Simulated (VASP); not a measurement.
# HfB (Fm-3m) in VASP: a series of runs, part 2 of 2

VASP 6.6.1.

## 4. Single point, LDA

This run uses another cell than the first one, of 12.33 Å³/atom, 1.064 times its volume.

Input file INCAR:

```
SYSTEM = HfB
PREC = Accurate
ENCUT = 520
EDIFF = 1E-7
ISMEAR = 1
SIGMA = 0.05
LREAL = .FALSE.
LASPH = .TRUE.
NELM = 100
ALGO = Normal
ISIF = 2
LWAVE = .FALSE.
LCHARG = .FALSE.
NBANDS = 14
```

Input file KPOINTS:

```
regular mesh
0
G
  11 11 11
  0 0 0
```

Input file POSCAR:

```
HfB
1.0
    0.0000000000      2.3100000000      2.3100000000
    2.3100000000      0.0000000000      2.3100000000
    2.3100000000      2.3100000000      0.0000000000
Hf B
1 1
Direct
    0.5000000000      0.5000000000      0.5000000000
    0.0000000000      0.0000000000      0.0000000000
```

Run with:

```sh
$ cat potpaw_LDA.64/Hf_pv/POTCAR potpaw_LDA.64/B/POTCAR > POTCAR
$ mpirun -np 1 vasp_std > vasp.out
```

Run time: 18 s. Hardware: 1 thread of Intel Xeon 8259CL, shared host; peak memory 0.14 GiB.

Results (log left out):

| Item | Value |
| --- | --- |
| Free energy | -18.8670 eV |
| Pressure | 19.8 GPa |

Levels at points of the mesh, in eV from the Fermi level:
| k point | band 4 | band 5 | band 6 | band 7 | band 8 | band 9 | band 10 | band 11 |
| --- | --- | --- | --- | --- | --- | --- | --- | --- |
| (0.00, 0.00, 0.00) | -9.50 | 2.05 | 2.05 | 2.05 | 3.89 | 3.89 | 3.89 | 4.09 |

Caveat: spin-orbit coupling is left out, which moves the levels of the heavy elements.

## 5. Single point, LDA

This run uses another cell than the first one, of 12.70 Å³/atom, 1.096 times its volume.

Input file INCAR:

```
PREC = Accurate ; ENCUT = 520
EDIFF = 1E-6 ; ISMEAR = 1
SIGMA = 0.05 ; LREAL = F
LASPH = T ; NELM = 60
ALGO = Normal ; ISIF = 2
LWAVE = F ; LCHARG = F
NBANDS = 14
```

Input file KPOINTS:

```
regular mesh
0
Gamma
  11 11 11
```

Input file POSCAR:

```
HfB
1.0
    0.0000000000      2.3328727747      2.3328727747
    2.3328727747      0.0000000000      2.3328727747
    2.3328727747      2.3328727747      0.0000000000
Hf B
1 1
Direct
    0.5000000000      0.5000000000      0.5000000000
    0.0000000000      0.0000000000      0.0000000000
```

Run with:

```sh
$ cat potpaw_LDA.64/Hf_pv/POTCAR potpaw_LDA.64/B/POTCAR > POTCAR
$ mpirun -np 1 vasp_std > vasp.out
```

It took 35 s on 1 thread of Intel Xeon 8259CL, shared host; peak memory 0.15 GiB.

The run converged. Its results:

| Quantity | Value |
| --- | --- |
| Free energy | -18.9413 eV |
| Pressure | 12.3 GPa |

Levels at points of the mesh, in eV from the Fermi level:
| k point | band 5 | band 6 | band 7 | band 8 | band 9 | band 10 |
| --- | --- | --- | --- | --- | --- | --- |
| (0.00, 0.00, 0.00) | 2.02 | 2.02 | 2.02 | 3.81 | 3.81 | 3.81 |

Caveat: spin-orbit coupling is left out, which moves the levels of the heavy elements.

## 6. Single point, LDA

This run uses another cell than the first one, of 13.07 Å³/atom, 1.128 times its volume.

Input file INCAR:

```
PREC = Accurate
ENCUT = 520
EDIFF = 1E-6
ISMEAR = 1
SIGMA = 0.05
LREAL = F
LASPH = T
NELM = 100
ALGO = Normal
ISIF = 2
LWAVE = F
LCHARG = T
GGA = CA
LELF = T
LVHAR = T
NBANDS = 14
```

KPOINTS is that of step 5.

Input file POSCAR:

```
HfB
1.0
    0.0000000000      2.3553056198      2.3553056198
    2.3553056198      0.0000000000      2.3553056198
    2.3553056198      2.3553056198      0.0000000000
Hf B
1 1
Direct
    0.5000000000      0.5000000000      0.5000000000
    0.0000000000      0.0000000000      0.0000000000
```

Potentials or basis: VASP PAW LDA potentials, release 64 (Hf_pv, B).

Run with:

```sh
$ cat potpaw_LDA.64/Hf_pv/POTCAR potpaw_LDA.64/B/POTCAR > POTCAR
$ mpirun -np 1 vasp_std > vasp.out
```

OUTCAR:

```text
PREC = Accurate
   ENCUT = 520
   EDIFF = 1E-6
   ISMEAR = 1
   LREAL = F
   LASPH = T
   NELM = 100
   ISIF = 2
   GGA = CA

 ion  position               nearest neighbor table
   1  0.500  0.500  0.500-   2 2.36   2 2.36   2 2.36   2 2.36   2 2.36   2 2.36
   2  0.000  0.000  0.000-   1 2.36   1 2.36   1 2.36   1 2.36   1 2.36   1 2.36

  LATTYP: Found a face centered cubic cell.
 ALAT       =     4.7106112396

  Lattice vectors:

 A1 = (   0.0000000000,   2.3553056198,   2.3553056198)
 A2 = (   2.3553056198,   0.0000000000,   2.3553056198)
 A3 = (   2.3553056198,   2.3553056198,   0.0000000000)

Analysis of symmetry for initial positions (statically):
=====================================================================
 Subroutine PRICEL returns:
 Original cell was already a primitive cell.

 Routine SETGRP: Setting up the symmetry group for a
 face centered cubic supercell.

 Subroutine GETGRP returns: Found 48 space group operations
 (whereof 48 operations were pure point group operations)
 out of a pool of 48 trial point group operations.

The static configuration has the point symmetry O_h .

Analysis of symmetry for dynamics (positions and initial velocities):
=====================================================================
 Subroutine PRICEL returns:
 Original cell was already a primitive cell.

 Routine SETGRP: Setting up the symmetry group for a
 face centered cubic supercell.

 Subroutine GETGRP returns: Found 48 space group operations
 (whereof 48 operations were pure point group operations)
 out of a pool of 48 trial point group operations.

The dynamic configuration has the point symmetry O_h .

 Subroutine INISYM returns: Found 48 space group operations
 (whereof 48 operations are pure point group operations),
 and found     1 'primitive' translations

----------------------------------------------------------------------------------------

                                     Primitive cell

  volume of cell :      26.1319

  direct lattice vectors                    reciprocal lattice vectors
[... 118 lines left out ...]
 non-spin polarized calculation
 Methfessel and Paxton  Order N= 1 SIGMA  =   0.05
  energy-cutoff  :      520.00
  volume of cell :       26.13
 maximum number of plane-waves:       725
 NGX is ok and might be reduce to    28
   NGX = 13   NGY = 13   NGZ = 13

 number of electron      13.0000001 magnetization

 Free energy of the ion-electron system (eV)
  ---------------------------------------------------
  ext. energy  EPLUGINS =         0.00000000
  ---------------------------------------------------
  free energy    TOTEN  =       -18.98351416 eV

  energy without entropy =      -18.98297093  energy(sigma->0) =      -18.98333308

 E-fermi :   4.7728     XC(G=0): -12.1811

 val. band max:        4.7578721479   @ k =   0.2727   0.1818   0.0000
 cond. band min:       4.7778226789   @ k =  -0.3636   0.3636   0.0000
 fundamental gap:      0.0199505311
 Fermi energy:         4.7728117893

 k-point     1 :       0.0000    0.0000    0.0000
  band No.  band energies     occupation
      1     -23.7574      2.00000
      2     -23.7574      2.00000
      3     -23.7574      2.00000
      4      -4.5442      2.00000
      5       6.7651      0.00000
      6       6.7651      0.00000
      7       6.7651      0.00000
      8       8.5032      0.00000
      9       8.5032      0.00000
     10       8.5032      0.00000
     11       8.6476      0.00000
     12       8.6476      0.00000
     13      16.2438      0.00000
     14      16.9375      0.00000
[... 377 lines left out ...]
      1     -24.0908      2.00000
      2     -23.8949      2.00000
      3     -23.7862      2.00000
      4      -2.4344      2.00000
      5       3.2611      2.00000
      6       4.1999      2.00000
      7       4.2627      2.00000
      8       8.0392      0.00000
      9      10.1369      0.00000
     10      10.6598      0.00000
     11      12.2031      0.00000
     12      16.2795      0.00000
     13      17.1744      0.00000
     14      18.5961      0.00000

 [... further k-points ...]

------------------------ aborting loop because EDIFF is reached ----------------------------------------

  FORCE on cell =-STRESS in cart. coord.  units (eV):
  Direction    XX          YY          ZZ          XY          YZ          ZX
  --------------------------------------------------------------------------------------
  -------------------------------------------------------------------------------------
  Total        0.9667223      0.9667223      0.9667223     -0.0000000      0.0000000     -0.0000000
  in kB       59.2707650     59.2707650     59.2707650     -0.0000000      0.0000000     -0.0000000
  external PRESSURE =      59.2707650 kB  Pullay stress =       0.0000000 kB

 VOLUME and BASIS-vectors are now :
 -----------------------------------------------------------------------------
  energy-cutoff  :      520.00
  volume of cell :       26.13
      direct lattice vectors                 reciprocal lattice vectors
     0.000000000  2.355305620  2.355305620    -0.212286676  0.212286676  0.212286676
     2.355305620  0.000000000  2.355305620     0.212286676 -0.212286676  0.212286676
     2.355305620  2.355305620  0.000000000     0.212286676  0.212286676 -0.212286676

 POSITION                                       TOTAL-FORCE (eV/Angst)
 -----------------------------------------------------------------------------------
      2.35531      2.35531      2.35531         0.000000     -0.000000     -0.000000
      0.00000      0.00000      0.00000        -0.000000      0.000000      0.000000
 -----------------------------------------------------------------------------------
    total drift:                                0.000000      0.000000      0.000000

  FREE ENERGIE OF THE ION-ELECTRON SYSTEM (eV)
  ---------------------------------------------------
  free  energy   TOTEN  =       -18.9835141633 eV

  energy  without entropy=      -18.9829709277  energy(sigma->0) =      -18.98333308
```

stdout:

```text
POSCAR found type information on POSCAR HfB
 POSCAR found :  2 types and       2 ions
 scaLAPACK will be used
 LDA part: xc-table for (Slater(with rela. corr.)+CA(PZ))
 , standard interpolation
 POSCAR, INCAR and KPOINTS ok, starting setup
 FFT: planning ... GRIDC
 FFT: planning ... GRID_SOFT
 FFT: planning ... GRID
 WAVECAR not read
 entering main loop
```

Run time: 47 s. Hardware: 1 thread of Intel Xeon 8259CL, shared host; peak memory 0.16 GiB.

Results:

- Free energy: -18.9835 eV
- Pressure: 5.9 GPa

Levels at points of the mesh, in eV from the Fermi level:
| k point | band 5 | band 6 | band 7 | band 8 | band 9 | band 10 |
| --- | --- | --- | --- | --- | --- | --- |
| (0.00, 0.00, 0.00) | 1.99 | 1.99 | 1.99 | 3.73 | 3.73 | 3.73 |

Caveat: spin-orbit coupling is left out, which moves the levels of the heavy elements.

## 7. Summary

| cell | gap on the mesh (eV) | pressure (GPa) |
| --- | --- | --- |
| a = 3.200 Å, angles 60.0°, 2 atoms | none | 38.1 |
| a = 3.234 Å, angles 60.0°, 2 atoms | none | 28.3 |
| a = 3.267 Å, angles 60.0°, 2 atoms | none | 19.8 |
| a = 3.299 Å, angles 60.0°, 2 atoms | none | 12.3 |
| a = 3.331 Å, angles 60.0°, 2 atoms | none | 5.9 |

Alike in all rows: task single point; level LDA; potentials or basis VASP PAW LDA potentials, release 64 (Hf_pv, B); no spin polarisation; k mesh 11 × 11 × 11; cutoff (eV) 520; smearing methfessel-paxton 0.05 eV.

Caveats: spin-orbit coupling is left out, which moves the levels of the heavy elements.

Total energies depend on the potentials used, so only differences within one code and one set of settings carry meaning.
